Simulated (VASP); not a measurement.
# Si2As3 (P-3m1) in VASP: single point with PBE

Aim: the single point of Si2As3 with PBE.

Program: VASP 6.6.1. These are calculated values, not measurements. Logs are shortened: lines on timing, memory, paths and dates and some standing lists are left out, and cuts for length are marked.

**1. The cell of the first run**

Symmetry: P-3m1, No. 164, trigonal system. Conventional cell: a = 3.680 Å, b = 3.680 Å, c = 22.765 Å, α = 90.00°, β = 90.00°, γ = 120.00°. Within 3.1 Å of Si (site symmetry 3m) lie 1 Si at 2.36 Å and 3 As at 2.40 Å. Within 3.1 Å of Si (site symmetry 3m) lie 1 Si at 2.36 Å and 3 As at 2.40 Å. Within 3.3 Å of As (site symmetry 3m) lie 3 As at 2.53 Å. As (site symmetry 3m) has 3 Si at 2.40 Å within 3.2 Å. Within 3.2 Å of As (site symmetry 3m) lie 3 Si at 2.40 Å.

**2. Single point, PBE**

File INCAR:

```
SYSTEM = Si2As3
PREC = Accurate
ENCUT = 510
EDIFF = 1E-6
ISMEAR = 0
SIGMA = 0.01
LREAL = .FALSE.
LASPH = .TRUE.
NELM = 120
ALGO = Normal
ISIF = 2
LWAVE = .FALSE.
LCHARG = .FALSE.
GGA = PE
NBANDS = 64
GGA_COMPAT = .FALSE.
```

File KPOINTS:

```
regular mesh
0
G
  12 12 2
  0 0 0
```

File POSCAR:

```
Si2As3
1.0
    3.6798210645      0.0000000000      0.0000000000
   -1.8399105323      3.1868185233      0.0000000000
    0.0000000000      0.0000000000     22.7647574781
Si As
4 6
Direct
    0.0000000000      0.0000000000      0.7461612382
    0.0000000000      0.0000000000      0.6423094074
    0.0000000000      0.0000000000      0.2538387618
    0.0000000000      0.0000000000      0.3576905926
    0.3333333333      0.6666666667      0.0301223895
    0.6666666667      0.3333333333      0.9698776105
    0.3333333333      0.6666666667      0.7947592720
    0.3333333333      0.6666666667      0.5937212890
    0.6666666667      0.3333333333      0.2052407280
    0.6666666667      0.3333333333      0.4062787110
```

Potentials or basis: VASP PAW PBE potentials, release 64 (Si, As_d).

On the command line:

```console
$ cat potpaw_PBE.64/Si/POTCAR potpaw_PBE.64/As_d/POTCAR > POTCAR
$ mpirun -np 1 vasp_std > vasp.out
```

OUTCAR:

```text
SYSTEM = Si2As3
   PREC = Accurate
   ENCUT = 510
   EDIFF = 1E-6
   ISMEAR = 0
   LREAL = .FALSE.
   LASPH = .TRUE.
   NELM = 120
   ISIF = 2
   GGA = PE

 ion  position               nearest neighbor table
   1  0.000  0.000  0.746-   2 2.36   7 2.40   7 2.40   7 2.40
   2  0.000  0.000  0.642-   1 2.36   8 2.40   8 2.40   8 2.40
   3  0.000  0.000  0.254-   4 2.36   9 2.40   9 2.40   9 2.40
   4  0.000  0.000  0.358-   3 2.36  10 2.40  10 2.40  10 2.40
   5  0.333  0.667  0.030-   6 2.53   6 2.53   6 2.53
   6  0.667  0.333  0.970-   5 2.53   5 2.53   5 2.53
   7  0.333  0.667  0.795-   1 2.40   1 2.40   1 2.40
   8  0.333  0.667  0.594-   2 2.40   2 2.40   2 2.40
   9  0.667  0.333  0.205-   3 2.40   3 2.40   3 2.40
  10  0.667  0.333  0.406-   4 2.40   4 2.40   4 2.40

  LATTYP: Found a hexagonal cell.
 ALAT       =     3.6798210645
 C/A-ratio  =     6.1863762066

  Lattice vectors:

 A1 = (   3.6798210645,   0.0000000000,   0.0000000000)
 A2 = (  -1.8399105323,   3.1868185233,   0.0000000000)
 A3 = (   0.0000000000,   0.0000000000,  22.7647574781)

Analysis of symmetry for initial positions (statically):
=====================================================================
 Subroutine PRICEL returns:
 Original cell was already a primitive cell.

 Routine SETGRP: Setting up the symmetry group for a
 hexagonal supercell.

 Subroutine GETGRP returns: Found 12 space group operations
 (whereof 12 operations were pure point group operations)
 out of a pool of 24 trial point group operations.

The static configuration has the point symmetry D_3d.

Analysis of symmetry for dynamics (positions and initial velocities):
=====================================================================
 Subroutine PRICEL returns:
 Original cell was already a primitive cell.

 Routine SETGRP: Setting up the symmetry group for a
 hexagonal supercell.

 Subroutine GETGRP returns: Found 12 space group operations
 (whereof 12 operations were pure point group operations)
 out of a pool of 24 trial point group operations.

The dynamic configuration has the point symmetry D_3d.

 Subroutine INISYM returns: Found 12 space group operations
 (whereof 12 operations are pure point group operations),
 and found     1 'primitive' translations

----------------------------------------------------------------------------------------

                                     Primitive cell

  volume of cell :     266.9605

  direct lattice vectors                    reciprocal lattice vectors
     3.679821065  0.000000000  0.000000000     0.271752344  0.156896289  0.000000000
    -1.839910532  3.186818523  0.000000000     0.000000000  0.313792578  0.000000000
     0.000000000  0.000000000 22.764757478     0.000000000  0.000000000  0.043927549

  length of vectors
     3.679821065  3.679821065 22.764757478     0.313792578  0.313792578  0.043927549

  position of ions in fractional coordinates (direct lattice)
     0.000000000  0.000000000  0.746161238
     0.000000000  0.000000000  0.642309407
     0.000000000  0.000000000  0.253838762
     0.000000000  0.000000000  0.357690593
     0.333333333  0.666666667  0.030122390
     0.666666667  0.333333333  0.969877610
     0.333333333  0.666666667  0.794759272
     0.333333333  0.666666667  0.593721289
     0.666666667  0.333333333  0.205240728
     0.666666667  0.333333333  0.406278711

  ion indices of the primitive-cell ions
   primitive index   ion index
                 1           1
                 2           2
                 3           3
                 4           4
                 5           5
                 6           6
                 7           7
                 8           8
                 9           9
                10          10

----------------------------------------------------------------------------------------

 KPOINTS: regular mesh

Automatic generation of k-mesh.
 Grid dimensions read from file:
 generate k-points for:   12   12    2

 Generating k-lattice:

  Cartesian coordinates                     Fractional coordinates (reciprocal lattice)
     0.022646029  0.013074691  0.000000000     0.083333333  0.000000000  0.000000000
     0.000000000  0.026149381  0.000000000     0.000000000  0.083333333  0.000000000
     0.000000000  0.000000000  0.021963775     0.000000000  0.000000000  0.500000000

  Length of vectors
     0.026149381  0.026149381  0.021963775

  Shift w.r.t. Gamma in fractional coordinates (k-lattice)
     0.000000000  0.000000000  0.000000000

 Subroutine IBZKPT returns following result:
 ===========================================

 Found     38 irreducible k-points:

 Following reciprocal coordinates:
            Coordinates               Weight
  0.000000  0.000000  0.000000      1.000000
  0.083333 -0.000000  0.000000      6.000000
  0.166667 -0.000000  0.000000      6.000000
  0.250000 -0.000000  0.000000      6.000000
  0.333333 -0.000000  0.000000      6.000000
  0.416667 -0.000000  0.000000      6.000000
[... 16 lines left out ...]
  0.250000 -0.000000  0.500000      6.000000
  0.333333 -0.000000  0.500000      6.000000
 [... further k-points ...]
   k-points           NKPTS =     38   k-points in BZ     NKDIM =     38   number of bands    NBANDS=     64
   number of dos      NEDOS =    301   number of ions     NIONS =     10
   total plane-waves  NPLWV = 131712
   dimension x,y,z NGX =    28 NGY =   28 NGZ =  168
   dimension x,y,z NGXF=    56 NGYF=   56 NGZF=  336
   ions per type =               4   6
   NGX,Y,Z   is equivalent  to a cutoff of  12.65, 12.65, 12.27 a.u.
   NGXF,Y,Z  is equivalent  to a cutoff of  25.30, 25.30, 24.54 a.u.
 SYSTEM =  Si2As3
   PREC   = accura    normal or accurate (medium, high low for compatibility)
   ISTART =      0    job   : 0-new  1-cont  2-samecut
   ICHARG =      2    charge: 1-file 2-atom 10-const
   ISPIN  =      1    spin polarized calculation?
   LNONCOLLINEAR =      F non collinear calculations
   LSORBIT =      F    spin-orbit coupling
   LASPH  =      T    aspherical Exc in radial PAW
   ENCUT  =  510.0 eV  37.48 Ry    6.12 a.u.   6.78  6.78 41.92*2*pi/ulx,y,z
   NELM   =    120;   NELMIN=  2; NELMDL= -5     # of ELM steps
   EDIFF  = 0.1E-05   stopping-criterion for ELM
   LREAL  =      F    real-space projection
   EDIFFG = 0.1E-04   stopping-criterion for IOM
   NSW    =      0    number of steps for IOM
   IBRION =     -1    ionic relax: 0-MD 1-quasi-New 2-CG
   NFREE  =      0    steps in history (QN), initial steepest desc. (CG)
   ISIF   =      2    stress and relaxation
   ISYM   =      2    0-nonsym 1-usesym 2-fastsym
   POTIM  = 0.5000    time-step for ionic-motion
   TEBEG  =    0.0;   TEEND  =   0.0 temperature during run
   PSTRESS=    0.0 pullay stress
   NELECT =     106.0000    total number of electrons
   NUPDOWN=      -1.0000    fix difference up-down
   EMIN   =  10.00;   EMAX   =-10.00  energy-range for DOS
   EFERMI =   0.00;   METHOD = LEGACY
   ISMEAR =     0;   SIGMA  =   0.01  broadening in eV -4-tet -1-fermi 0-gaus
   EFERMI_NEDOS =   21; number of points for ismear=-14 and -15
   IALGO  =     38    algorithm
   IMIX   =      4    mixing-type and parameters
     AMIX     =   0.40;   BMIX     =  1.00
     AMIX_MAG =   1.60;   BMIX_MAG =  1.00
  volume/ion in A,a.u.               =      26.70       180.15
  Fermi-wavevector in a.u.,A,eV,Ry     =   1.203264  2.273840 19.699133  1.447845
  Thomas-Fermi vector in A             =   2.339023
   LORBIT       =      0    0 simple, 1 ext, 2 COOP (PROOUT), +10 PAW based schemes
   GGA     = PE    functional components
   LHFCALC =     F    Hartree Fock is set to
   AEXX    =    0.0000 exact exchange contribution
   IVDW    =     0    specifies the selected vdW correction
   LEPSILON=     F    determine dielectric tensor
   LRPA    =     F    only Hartree local field effects (RPA)
 non-spin polarized calculation
 Gauss-broadening in eV      SIGMA  =   0.01
  energy-cutoff  :      510.00
  volume of cell :      266.96
 maximum number of plane-waves:      7031
 NGX is ok and might be reduce to    28
   NGX = 13   NGY = 13   NGZ = 83

 number of electron     105.9999997 magnetization

 Free energy of the ion-electron system (eV)
  ---------------------------------------------------
  ext. energy  EPLUGINS =         0.00000000
  ---------------------------------------------------
  free energy    TOTEN  =       -50.40899219 eV

  energy without entropy =      -50.40899219  energy(sigma->0) =      -50.40899219

 E-fermi :   2.2291     XC(G=0):  -8.7229

 val. band max:        2.1872713365   @ k =   0.0000   0.0000   0.5000
 cond. band min:       3.1940527666   @ k =   0.3333  -0.0000   0.0000
 fundamental gap:      1.0067814301
 Fermi energy:         2.2290688466

 k-point     1 :       0.0000    0.0000    0.0000
  band No.  band energies     occupation
      1     -33.2871      2.00000
      2     -33.2871      2.00000
      3     -33.2530      2.00000
      4     -33.2530      2.00000
      5     -33.1994      2.00000
      6     -33.1845      2.00000
[... 56 lines left out ...]
     63       5.1582      0.00000
     64       5.1582      0.00000

 k-point     2 :       0.0833   -0.0000    0.0000
  band No.  band energies     occupation
      1     -33.2871      2.00000
      2     -33.2854      2.00000
      3     -33.2524      2.00000
      4     -33.2515      2.00000
      5     -33.1997      2.00000
      6     -33.1854      2.00000
[... 56 lines left out ...]
     63       5.1943      0.00000
     64       5.3587      0.00000

 k-point     3 :       0.1667   -0.0000    0.0000
  band No.  band energies     occupation
      1     -33.2869      2.00000
      2     -33.2807      2.00000
      3     -33.2505      2.00000
      4     -33.2473      2.00000
      5     -33.2006      2.00000
      6     -33.1882      2.00000
[... 1396 lines left out ...]
     63       6.1062      0.00000
     64       6.3157      0.00000

 k-point    24 :       0.3333   -0.0000    0.5000
  band No.  band energies     occupation
      1     -33.2862      2.00000
      2     -33.2681      2.00000
      3     -33.2402      2.00000
      4     -33.2336      2.00000
      5     -33.2038      2.00000
      6     -33.1985      2.00000
[... 56 lines left out ...]
     63       6.0044      0.00000
     64       6.0425      0.00000

 [... further k-points ...]

------------------------ aborting loop because EDIFF is reached ----------------------------------------

  FORCE on cell =-STRESS in cart. coord.  units (eV):
  Direction    XX          YY          ZZ          XY          YZ          ZX
  --------------------------------------------------------------------------------------
  -------------------------------------------------------------------------------------
  Total       -0.0928075     -0.0928075     -0.0508143      0.0000000      0.0000000      0.0000000
  in kB       -0.5569887     -0.5569887     -0.3049644      0.0000000      0.0000000      0.0000000
  external PRESSURE =      -0.4729806 kB  Pullay stress =       0.0000000 kB

 VOLUME and BASIS-vectors are now :
 -----------------------------------------------------------------------------
  energy-cutoff  :      510.00
  volume of cell :      266.96
      direct lattice vectors                 reciprocal lattice vectors
     3.679821065  0.000000000  0.000000000     0.271752344  0.156896289  0.000000000
    -1.839910532  3.186818523  0.000000000     0.000000000  0.313792578  0.000000000
     0.000000000  0.000000000 22.764757478     0.000000000  0.000000000  0.043927549

 POSITION                                       TOTAL-FORCE (eV/Angst)
 -----------------------------------------------------------------------------------
      0.00000      0.00000     16.98618         0.000000      0.000000      0.002168
      0.00000      0.00000     14.62202        -0.000000      0.000000     -0.002693
      0.00000      0.00000      5.77858         0.000000      0.000000     -0.002168
      0.00000      0.00000      8.14274         0.000000     -0.000000      0.002693
     -0.00000      2.12455      0.68573        -0.000000     -0.000000      0.026449
      1.83991      1.06227     22.07903         0.000000      0.000000     -0.026449
     -0.00000      2.12455     18.09250         0.000000     -0.000000     -0.004342
     -0.00000      2.12455     13.51592        -0.000000      0.000000      0.005037
      1.83991      1.06227      4.67226        -0.000000      0.000000      0.004342
      1.83991      1.06227      9.24884        -0.000000      0.000000     -0.005037
 -----------------------------------------------------------------------------------
    total drift:                                0.000000     -0.000000      0.000000

  FREE ENERGIE OF THE ION-ELECTRON SYSTEM (eV)
  ---------------------------------------------------
  free  energy   TOTEN  =       -50.4089921898 eV

  energy  without entropy=      -50.4089921898  energy(sigma->0) =      -50.40899219
```

Run time: 15 min. Hardware: 1 thread of Intel Xeon Platinum 8259CL at 2.50GHz (Skylake/Cascade Lake), shared host; peak memory 0.62 GiB.

Results:

```yaml
Free_energy: -50.4090 eV
Pressure: 0.0 GPa
Largest_force: 0.026 eV/Å
Band_gap_on_the_k_mesh: 1.01 eV (least direct gap 1.28 eV)
```

Forces on the atoms (eV/Å):
```
Si   0.000  0.000  0.002
Si   0.000  0.000 -0.003
Si   0.000  0.000 -0.002
Si   0.000  0.000  0.003
As   0.000  0.000  0.026
As   0.000  0.000 -0.026
As   0.000  0.000 -0.004
As   0.000  0.000  0.005
As   0.000  0.000  0.004
As   0.000  0.000 -0.005
```

Levels at points of the mesh, in eV from the valence-band top:
```
           k point  band 51  band 52  band 53  band 54  band 55  band 56
(0.00, 0.00, 0.00)    -0.48    -0.47    -0.24     1.31     2.09     2.09
(0.50, 0.00, 0.00)    -1.80    -1.63    -1.59     1.09     1.15     1.38
(0.00, 0.00, 0.50)    -0.47    -0.47     0.00     1.28     2.09     2.09
(0.50, 0.00, 0.50)    -1.80    -1.62    -1.59     1.10     1.12     1.31
```

Caveat: this functional lacks dispersion, which binds layers or chains, so the pressure and a relaxed spacing across them are unreliable.
